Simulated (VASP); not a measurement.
# Ge (Pnma) in VASP: relaxation of cell and atoms with PBE

Aim: the relaxation of cell and atoms of Ge with PBE.

Program: VASP 6.6.1. These are calculated values, not measurements. Logs are shortened: lines on timing, memory, paths and dates and some standing lists are left out, and cuts for length are marked.

## 1. The cell of the first run

It takes space group Pnma (No. 62, orthorhombic). The conventional cell has a = 4.412 Å, b = 7.314 Å, c = 3.290 Å, α = 90.00°, β = 90.00°, γ = 90.00°. Within 3.1 Å of Ge (site symmetry m) lie 2 Ge at 2.33 Å.

## 2. Relaxation of cell and atoms, PBE

Input file INCAR:

```
SYSTEM = Ge
  PREC = Accurate
  ENCUT = 600
  EDIFF = 1E-6
  ISMEAR = 0
  SIGMA = 0.1
  LREAL = .FALSE.
  LASPH = .TRUE.
  NELM = 60
  ALGO = Normal
  ISIF = 3
  LWAVE = .FALSE.
  LCHARG = .FALSE.
  GGA = PE
  IBRION = 2
  NSW = 90
  EDIFFG = -0.04
```

Input file KPOINTS:

```
Automatic mesh
0
G
  4 4 6
  0 0 0
```

Input file POSCAR:

```
Ge
1.0
    4.4121106181      0.0000000000      0.0000000000
    0.0000000000      7.3144971354      0.0000000000
    0.0000000000      0.0000000000      3.2898049481
Ge
4
Direct
    0.0205000000      0.2500000000      0.6348000000
    0.9795000000      0.7500000000      0.3652000000
    0.4795000000      0.7500000000      0.1348000000
    0.5205000000      0.2500000000      0.8652000000
```

Potentials or basis: VASP PAW PBE potentials, release 64 (Ge_d).

Command:

```
cat potpaw_PBE.64/Ge_d/POTCAR > POTCAR
mpirun -np 1 vasp_std > vasp.out
```

OUTCAR:

```text
SYSTEM = Ge
   PREC = Accurate
   ENCUT = 600
   EDIFF = 1E-6
   ISMEAR = 0
   LREAL = .FALSE.
   LASPH = .TRUE.
   NELM = 60
   ISIF = 3
   GGA = PE
   IBRION = 2
   NSW = 90
   EDIFFG = -0.04

 ion  position               nearest neighbor table
   1  0.020  0.250  0.635-   4 2.33   4 2.33
   2  0.980  0.750  0.365-   3 2.33   3 2.33
   3  0.480  0.750  0.135-   2 2.33   2 2.33
   4  0.520  0.250  0.865-   1 2.33   1 2.33

  LATTYP: Found a simple orthorhombic cell.
 ALAT       =     3.2898049481
 B/A-ratio  =     1.3411465688
 C/A-ratio  =     2.2233832251

  Lattice vectors:

 A1 = (   0.0000000000,   0.0000000000,   3.2898049481)
 A2 = (   4.4121106181,   0.0000000000,   0.0000000000)
 A3 = (   0.0000000000,   7.3144971354,   0.0000000000)

Analysis of symmetry for initial positions (statically):
=====================================================================
 Subroutine PRICEL returns:
 Original cell was already a primitive cell.

 Routine SETGRP: Setting up the symmetry group for a
 simple orthorhombic supercell.

 Subroutine GETGRP returns: Found  8 space group operations
 (whereof  2 operations were pure point group operations)
 out of a pool of  8 trial point group operations.

The static configuration has the point symmetry S_2 .
 The point group associated with its full space group is D_2h.

Analysis of symmetry for dynamics (positions and initial velocities):
=====================================================================
 Subroutine PRICEL returns:
 Original cell was already a primitive cell.

 Routine SETGRP: Setting up the symmetry group for a
 simple orthorhombic supercell.

 Subroutine GETGRP returns: Found  8 space group operations
 (whereof  2 operations were pure point group operations)
 out of a pool of  8 trial point group operations.

The dynamic configuration has the point symmetry S_2 .
 The point group associated with its full space group is D_2h.

 Subroutine INISYM returns: Found  8 space group operations
 (whereof  2 operations are pure point group operations),
 and found     1 'primitive' translations

----------------------------------------------------------------------------------------

                                     Primitive cell

  volume of cell :     106.1698

  direct lattice vectors                    reciprocal lattice vectors
     4.412110618  0.000000000  0.000000000     0.226648896  0.000000000  0.000000000
     0.000000000  7.314497135  0.000000000     0.000000000  0.136714798  0.000000000
[... 107 lines left out ...]
   IMIX   =      4    mixing-type and parameters
     AMIX     =   0.40;   BMIX     =  1.00
     AMIX_MAG =   1.60;   BMIX_MAG =  1.00
  volume/ion in A,a.u.               =      26.54       179.12
  Fermi-wavevector in a.u.,A,eV,Ry     =   1.322728  2.499593 23.804876  1.749609
  Thomas-Fermi vector in A             =   2.452388
   LORBIT       =      0    0 simple, 1 ext, 2 COOP (PROOUT), +10 PAW based schemes
   GGA     = PE    functional components
   LHFCALC =     F    Hartree Fock is set to
   AEXX    =    0.0000 exact exchange contribution
   IVDW    =     0    specifies the selected vdW correction
   LEPSILON=     F    determine dielectric tensor
   LRPA    =     F    only Hartree local field effects (RPA)
 conjugate gradient relaxation of ions
 non-spin polarized calculation
 Gauss-broadening in eV      SIGMA  =   0.10
  energy-cutoff  :      600.00
  volume of cell :      106.17
 maximum number of plane-waves:      3576
 NGX is ok and might be reduce to    36
   NGX = 17   NGY = 29   NGZ = 13

--------------------------------------- Ionic step        1  -------------------------------------------

 number of electron      56.0000026 magnetization

 Free energy of the ion-electron system (eV)
  ---------------------------------------------------
  ext. energy  EPLUGINS =         0.00000000
  ---------------------------------------------------
  free energy    TOTEN  =       -14.39334723 eV

  energy without entropy =      -14.37961998  energy(sigma->0) =      -14.38648360

------------------------ aborting loop because EDIFF is reached ----------------------------------------

  FORCE on cell =-STRESS in cart. coord.  units (eV):
  Direction    XX          YY          ZZ          XY          YZ          ZX
  --------------------------------------------------------------------------------------
  -------------------------------------------------------------------------------------
  Total        8.7424733     -3.0612585     -0.8515367      0.0000000      0.0000000      0.0000000
  in kB      131.9300967    -46.1965525    -12.8502896      0.0000000      0.0000000      0.0000000
  external PRESSURE =      24.2944182 kB  Pullay stress =       0.0000000 kB
[... 95 lines left out ...]
  FREE ENERGIE OF THE ION-ELECTRON SYSTEM (eV)
  ---------------------------------------------------
  free  energy   TOTEN  =       -15.2833968327 eV

  energy  without entropy=      -15.2693263617  energy(sigma->0) =      -15.27636160

 E-fermi :   3.6271     XC(G=0):  -9.7312

 val. band max:        3.6205968956   @ k =   0.2500   0.0000   0.3333
 cond. band min:       3.6359960998   @ k =   0.0000   0.0000   0.5000
 fundamental gap:      0.0153992041
 Fermi energy:         3.6270695921

 k-point     1 :       0.0000    0.0000    0.0000
  band No.  band energies     occupation
      1     -20.9447      2.00000
      2     -20.9313      2.00000
      3     -20.9175      2.00000
      4     -20.9166      2.00000
      5     -20.9127      2.00000
      6     -20.9092      2.00000
[... 853 lines left out ...]
     32       7.1288      0.00000
     33       7.1910      0.00000

 [... further k-points ...]

[... ionic steps 4 to 25 ...]

--------------------------------------- Ionic step       26  -------------------------------------------

 number of electron      56.0000031 magnetization

------------------------ aborting loop because EDIFF is reached ----------------------------------------
[... 71 lines left out ...]
--------------------------------------- Ionic step       28  -------------------------------------------

 number of electron      56.0000007 magnetization

 Free energy of the ion-electron system (eV)
  ---------------------------------------------------
  ext. energy  EPLUGINS =         0.00000000
  ---------------------------------------------------
  free energy    TOTEN  =       -17.12816846 eV

  energy without entropy =      -17.12554886  energy(sigma->0) =      -17.12685866

 E-fermi :   6.3941     XC(G=0): -11.1135

 val. band max:        6.2995777668   @ k =   0.2500   0.0000   0.0000
 cond. band min:       6.5103196599   @ k =   0.2500   0.5000   0.3333
 fundamental gap:      0.2107418931
 Fermi energy:         6.3941095357

 k-point     1 :       0.0000    0.0000    0.0000
  band No.  band energies     occupation
      1     -18.3720      2.00000
      2     -18.3504      2.00000
      3     -18.3438      2.00000
      4     -18.3419      2.00000
      5     -18.3187      2.00000
      6     -18.3065      2.00000
[... 886 lines left out ...]
  FREE ENERGIE OF THE ION-ELECTRON SYSTEM (eV)
  ---------------------------------------------------
  free  energy   TOTEN  =       -17.1281684559 eV

  energy  without entropy=      -17.1255488647  energy(sigma->0) =      -17.12685866

 reached required accuracy - stopping structural energy minimisation
```

It took 29 min on 1 thread of Intel Xeon Platinum 8259CL at 2.50GHz (Skylake/Cascade Lake), shared host; peak memory 0.3 GiB.

Results:

- Free energy: -17.1282 eV
- Relaxed volume: 19.30 Å³/atom
- Relaxed cell: a = 5.447 Å, b = 5.093 Å, c = 2.783 Å, α = 90.00°, β = 90.00°, γ = 90.00°
- Space group after relaxing (to 0.1 Å): Pnma (No. 62)
- Energy gained by relaxing: 683.7 meV/atom
- Ionic steps: 28
- Pressure after relaxing: 0.2 GPa
- Largest force after relaxing: 0.038 eV/Å
- Band gap on the k mesh: zero (bands 28 and 29 overlap by 2.22 eV)

Forces in eV/Å, atoms in the order of the input:
```
Ge  -0.034  0.000 -0.017
Ge   0.034  0.000  0.017
Ge   0.034  0.000 -0.017
Ge  -0.034  0.000  0.017
```

Step by step:
```csv
step,energy change (eV),largest force (eV/Å),pressure (GPa),volume (Å³)
1,0.0000,1.2915,2.43,106.17
2,-0.8055,0.4617,-5.32,111.87
3,-0.8900,0.2498,-7.81,114.32
4,-1.6837,0.1034,-8.37,102.85
5,-1.5202,0.1616,18.28,69.47
6,-2.1955,0.0976,-7.66,93.56
7,-2.4648,0.0680,-3.27,83.06
8,-2.4753,0.0430,-2.44,81.66
9,-2.6418,0.1437,0.48,77.28
10,-2.6428,0.1505,0.73,76.96
11,-2.6428,0.1525,0.94,76.86
12,-2.6513,0.1581,-0.14,77.91
13,-2.6522,0.1615,-0.63,78.47
14,-2.6607,0.1674,-0.48,78.38
15,-2.6822,0.1690,-0.26,78.08
16,-2.6973,0.1191,0.22,77.45
17,-2.7048,0.0961,0.23,77.46
18,-2.7179,0.0437,0.02,77.49
19,-2.7198,0.0474,0.03,77.50
20,-2.7273,0.0467,0.09,77.53
21,-2.7309,0.0451,0.07,77.55
22,-2.7309,0.0449,-0.02,77.55
23,-2.7325,0.0498,-0.18,77.54
24,-2.7326,0.0509,-0.14,77.53
25,-2.7331,0.0504,-0.02,77.40
26,-2.7333,0.0495,0.14,77.22
27,-2.7338,0.0464,0.17,77.22
28,-2.7348,0.0384,0.16,77.20
```

Final structure:
```xyz
4
Lattice="5.4468 0.0000 0.0000 0.0000 5.0930 0.0000 0.0000 0.0000 2.7831" Properties=species:S:1:pos:R:3 pbc="T T T"
Ge    0.0603    1.2733    1.7900
Ge    5.3865    3.8198    0.9930
Ge    2.6631    3.8198    0.3985
Ge    2.7836    1.2733    2.3846
```

Caveat: the volume moved by over 15 % at a fixed basis, so the end points are rough.

The gap in the log of VASP goes by the Fermi energy; the results here count the filled bands.